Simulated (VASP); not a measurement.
# CdSe (F-43m) in VASP: single point with PBE

Aim: the single point of CdSe with PBE.

All numbers are computed with VASP 6.6.1; they aren't measurements. Logs are shortened: lines on timing, memory, paths and dates and some standing lists are left out, and cuts for length are marked.

**1. The cell of the first run**

The structure is cubic, space group F-43m (No. 216). Conventional cell: a = 6.141 Å, b = 6.141 Å, c = 6.141 Å, α = 90.00°, β = 90.00°, γ = 90.00°. Within 3.5 Å of Cd (site symmetry -43m) lie 4 Se at 2.66 Å. Se (site symmetry -43m) has 4 Cd at 2.66 Å within 3.5 Å.

**2. Single point, PBE**

INCAR

```
SYSTEM = CdSe
PREC = Accurate
ENCUT = 500
EDIFF = 1E-6
ISMEAR = 0
SIGMA = 0.02
LREAL = .FALSE.
LASPH = .TRUE.
NELM = 120
ALGO = Normal
ISIF = 2
LWAVE = .FALSE.
LCHARG = .FALSE.
GGA = PE
NBANDS = 86
GGA_COMPAT = .FALSE.
```

KPOINTS

```
Automatic mesh
0
G
  2 2 2
  0 0 0
```

POSCAR

```
CdSe
1.0
    0.0000000000      6.1405420000      6.1405420000
    6.1405420000      0.0000000000      6.1405420000
    6.1405420000      6.1405420000      0.0000000000
Cd Se
8 8
Direct
    0.0000000000      0.0000000000      0.0000000000
    0.0000000000      0.0000000000      0.5000000000
    0.0000000000      0.5000000000      0.0000000000
    0.0000000000      0.5000000000      0.5000000000
    0.5000000000      0.0000000000      0.0000000000
    0.5000000000      0.0000000000      0.5000000000
    0.5000000000      0.5000000000      0.0000000000
    0.5000000000      0.5000000000      0.5000000000
    0.3750000000      0.3750000000      0.3750000000
    0.3750000000      0.3750000000      0.8750000000
    0.3750000000      0.8750000000      0.3750000000
    0.3750000000      0.8750000000      0.8750000000
    0.8750000000      0.3750000000      0.3750000000
    0.8750000000      0.3750000000      0.8750000000
    0.8750000000      0.8750000000      0.3750000000
    0.8750000000      0.8750000000      0.8750000000
```

Potentials or basis: VASP PAW PBE potentials, release 64 (Cd, Se).

Command:

```bash
> cat potpaw_PBE.64/Cd/POTCAR potpaw_PBE.64/Se/POTCAR > POTCAR
> mpirun -np 1 vasp_std > vasp.out
```

OUTCAR:

```text
SYSTEM = CdSe
   PREC = Accurate
   ENCUT = 500
   EDIFF = 1E-6
   ISMEAR = 0
   LREAL = .FALSE.
   LASPH = .TRUE.
   NELM = 120
   ISIF = 2
   GGA = PE

 ion  position               nearest neighbor table
   1  0.000  0.000  0.000-  12 2.66  14 2.66  15 2.66  16 2.66
   2  0.000  0.000  0.500-  11 2.66  13 2.66  15 2.66  16 2.66
   3  0.000  0.500  0.000-  10 2.66  13 2.66  14 2.66  16 2.66
   4  0.000  0.500  0.500-   9 2.66  13 2.66  14 2.66  15 2.66
   5  0.500  0.000  0.000-  10 2.66  11 2.66  12 2.66  16 2.66
   6  0.500  0.000  0.500-   9 2.66  11 2.66  12 2.66  15 2.66
[... 8 lines left out ...]
  15  0.875  0.875  0.375-   1 2.66   2 2.66   4 2.66   6 2.66
  16  0.875  0.875  0.875-   1 2.66   2 2.66   3 2.66   5 2.66
[... 6 lines left out ...]
 A1 = (   0.0000000000,   6.1405420000,   6.1405420000)
 A2 = (   6.1405420000,   0.0000000000,   6.1405420000)
 A3 = (   6.1405420000,   6.1405420000,   0.0000000000)

Analysis of symmetry for initial positions (statically):
=====================================================================
 Subroutine PRICEL returns following result:

  LATTYP: Found a face centered cubic cell.
 ALAT       =     6.1405420000

  Lattice vectors:

 A1 = (   0.0000000000,   3.0702710000,   3.0702710000)
 A2 = (   3.0702710000,   0.0000000000,   3.0702710000)
 A3 = (   3.0702710000,   3.0702710000,   0.0000000000)

   8 primitive cells build up your supercell.

 Routine SETGRP: Setting up the symmetry group for a
 face centered cubic supercell.

 Subroutine GETGRP returns: Found 24 space group operations
 (whereof 24 operations were pure point group operations)
 out of a pool of 48 trial point group operations.

The static configuration has the point symmetry T_d .

Analysis of symmetry for dynamics (positions and initial velocities):
=====================================================================
 Subroutine PRICEL returns following result:

  LATTYP: Found a face centered cubic cell.
 ALAT       =     6.1405420000

  Lattice vectors:

 A1 = (   0.0000000000,   3.0702710000,   3.0702710000)
 A2 = (   3.0702710000,   0.0000000000,   3.0702710000)
 A3 = (   3.0702710000,   3.0702710000,   0.0000000000)

   8 primitive cells build up your supercell.

 Routine SETGRP: Setting up the symmetry group for a
 face centered cubic supercell.

 Subroutine GETGRP returns: Found 24 space group operations
[... 84 lines left out ...]
   NSW    =      0    number of steps for IOM
   IBRION =     -1    ionic relax: 0-MD 1-quasi-New 2-CG
   NFREE  =      0    steps in history (QN), initial steepest desc. (CG)
   ISIF   =      2    stress and relaxation
   ISYM   =      2    0-nonsym 1-usesym 2-fastsym
   POTIM  = 0.5000    time-step for ionic-motion
   TEBEG  =    0.0;   TEEND  =   0.0 temperature during run
   PSTRESS=    0.0 pullay stress
   NELECT =     144.0000    total number of electrons
   NUPDOWN=      -1.0000    fix difference up-down
   EMIN   =  10.00;   EMAX   =-10.00  energy-range for DOS
   EFERMI =   0.00;   METHOD = LEGACY
   ISMEAR =     0;   SIGMA  =   0.02  broadening in eV -4-tet -1-fermi 0-gaus
   EFERMI_NEDOS =   21; number of points for ismear=-14 and -15
   IALGO  =     38    algorithm
   IMIX   =      4    mixing-type and parameters
     AMIX     =   0.40;   BMIX     =  1.00
     AMIX_MAG =   1.60;   BMIX_MAG =  1.00
  volume/ion in A,a.u.               =      28.94       195.31
  Fermi-wavevector in a.u.,A,eV,Ry     =   1.109121  2.095935 16.737201  1.230150
  Thomas-Fermi vector in A             =   2.245657
   LORBIT       =      0    0 simple, 1 ext, 2 COOP (PROOUT), +10 PAW based schemes
   GGA     = PE    functional components
   LHFCALC =     F    Hartree Fock is set to
   AEXX    =    0.0000 exact exchange contribution
   IVDW    =     0    specifies the selected vdW correction
   LEPSILON=     F    determine dielectric tensor
   LRPA    =     F    only Hartree local field effects (RPA)
 non-spin polarized calculation
 Gauss-broadening in eV      SIGMA  =   0.02
  energy-cutoff  :      500.00
  volume of cell :      463.07
 maximum number of plane-waves:     11791
 NGX is ok and might be reduce to    64
   NGX = 31   NGY = 31   NGZ = 31

 number of electron     144.0000065 magnetization

 Free energy of the ion-electron system (eV)
  ---------------------------------------------------
  ext. energy  EPLUGINS =         0.00000000
  ---------------------------------------------------
  free energy    TOTEN  =       -43.54768139 eV

  energy without entropy =      -43.54768139  energy(sigma->0) =      -43.54768139

 E-fermi :   0.8591     XC(G=0):  -8.7437

 val. band max:        0.7470543721   @ k =   0.0000   0.0000   0.0000
 cond. band min:       1.2817092053   @ k =   0.0000   0.0000   0.0000
 fundamental gap:      0.5346548332
 Fermi energy:         0.8590591046

 k-point     1 :       0.0000    0.0000    0.0000
  band No.  band energies     occupation
      1     -11.6842      2.00000
      2     -11.3353      2.00000
      3     -11.3353      2.00000
      4     -11.3353      2.00000
      5     -11.3353      2.00000
      6     -11.2255      2.00000
[... 250 lines left out ...]
     83       5.9540      0.00000
     84       5.9540      0.00000
 [bands above 84 left out]

------------------------ aborting loop because EDIFF is reached ----------------------------------------

  FORCE on cell =-STRESS in cart. coord.  units (eV):
  Direction    XX          YY          ZZ          XY          YZ          ZX
  --------------------------------------------------------------------------------------
  -------------------------------------------------------------------------------------
  Total        5.0473701      5.0473701      5.0473701      0.0000000      0.0000000     -0.0000000
  in kB       17.4632722     17.4632722     17.4632722      0.0000000      0.0000000     -0.0000000
  external PRESSURE =      17.4632722 kB  Pullay stress =       0.0000000 kB

 VOLUME and BASIS-vectors are now :
 -----------------------------------------------------------------------------
  energy-cutoff  :      500.00
  volume of cell :      463.07
      direct lattice vectors                 reciprocal lattice vectors
     0.000000000  6.140542000  6.140542000    -0.081426037  0.081426037  0.081426037
     6.140542000  0.000000000  6.140542000     0.081426037 -0.081426037  0.081426037
     6.140542000  6.140542000  0.000000000     0.081426037  0.081426037 -0.081426037

 POSITION                                       TOTAL-FORCE (eV/Angst)
 -----------------------------------------------------------------------------------
      0.00000      0.00000      0.00000        -0.000000     -0.000000      0.000000
      3.07027      3.07027      0.00000        -0.000000     -0.000000      0.000000
      3.07027      0.00000      3.07027        -0.000000     -0.000000      0.000000
      6.14054      3.07027      3.07027        -0.000000     -0.000000      0.000000
      0.00000      3.07027      3.07027        -0.000000     -0.000000      0.000000
      3.07027      6.14054      3.07027        -0.000000     -0.000000      0.000000
[... 8 lines left out ...]
      7.67568      7.67568     10.74595         0.000000      0.000000     -0.000000
     10.74595     10.74595     10.74595         0.000000      0.000000     -0.000000
 -----------------------------------------------------------------------------------
    total drift:                               -0.000001     -0.000001     -0.000001

  FREE ENERGIE OF THE ION-ELECTRON SYSTEM (eV)
  ---------------------------------------------------
  free  energy   TOTEN  =       -43.5476813878 eV

  energy  without entropy=      -43.5476813878  energy(sigma->0) =      -43.54768139
```

OSZICAR:

```text
N       E                     dE             d eps       ncg     rms          rms(c)
DAV:   1     0.102293897176E+04    0.10229E+04   -0.66437E+04   516   0.146E+03
DAV:   2     0.259120072085E+02   -0.99703E+03   -0.96278E+03   572   0.363E+02
DAV:   3    -0.454574291064E+02   -0.71369E+02   -0.70707E+02   592   0.924E+01
DAV:   4    -0.467010944446E+02   -0.12437E+01   -0.12399E+01   568   0.109E+01
DAV:   5    -0.467203382125E+02   -0.19244E-01   -0.19198E-01   570   0.115E+00    0.167E+01
DAV:   6    -0.436882932368E+02    0.30320E+01   -0.67208E+00   590   0.130E+01    0.133E+01
DAV:   7    -0.435520246475E+02    0.13627E+00   -0.26083E+00   556   0.449E+00    0.530E+00
DAV:   8    -0.435475702917E+02    0.44544E-02   -0.29606E-01   540   0.305E+00    0.775E-01
DAV:   9    -0.435467529223E+02    0.81737E-03   -0.49576E-02   534   0.147E+00    0.317E-01
DAV:  10    -0.435471752487E+02   -0.42233E-03   -0.49600E-03   560   0.474E-01    0.188E-01
DAV:  11    -0.435478575695E+02   -0.68232E-03   -0.21591E-03   528   0.153E-01    0.859E-02
DAV:  12    -0.435476627506E+02    0.19482E-03   -0.88200E-04   556   0.156E-01    0.238E-02
DAV:  13    -0.435476862865E+02   -0.23536E-04   -0.14377E-04   532   0.319E-02    0.200E-02
DAV:  14    -0.435476796434E+02    0.66431E-05   -0.27440E-05   564   0.199E-02    0.105E-02
DAV:  15    -0.435476811627E+02   -0.15193E-05   -0.30817E-06   390   0.654E-03    0.144E-03
DAV:  16    -0.435476813878E+02   -0.22511E-06   -0.10648E-07   276   0.123E-03
   1 F= -.43547681E+02 E0= -.43547681E+02  d E =-.101355E-15
```

stdout:

```text
POSCAR found type information on POSCAR CdSe
 POSCAR found :  2 types and      16 ions
 scaLAPACK will be used
 LDA part: xc-table for (Slater+PW92), standard interpolation
 POSCAR, INCAR and KPOINTS ok, starting setup
 FFT: planning ... GRIDC
 FFT: planning ... GRID_SOFT
 FFT: planning ... GRID
 WAVECAR not read
 entering main loop
```

Wall time 3.2 min (1 thread of Intel Xeon 8259CL, shared host); peak memory 0.56 GiB.

Results:

| Quantity | Value |
| --- | --- |
| Free energy | -43.5477 eV |
| Pressure | 1.7 GPa |
| Band gap on the k mesh | 0.53 eV |

Caveat: the k points lie up to 0.44 Å⁻¹ apart; semilocal functionals underestimate gaps, and a narrow one can read as zero.
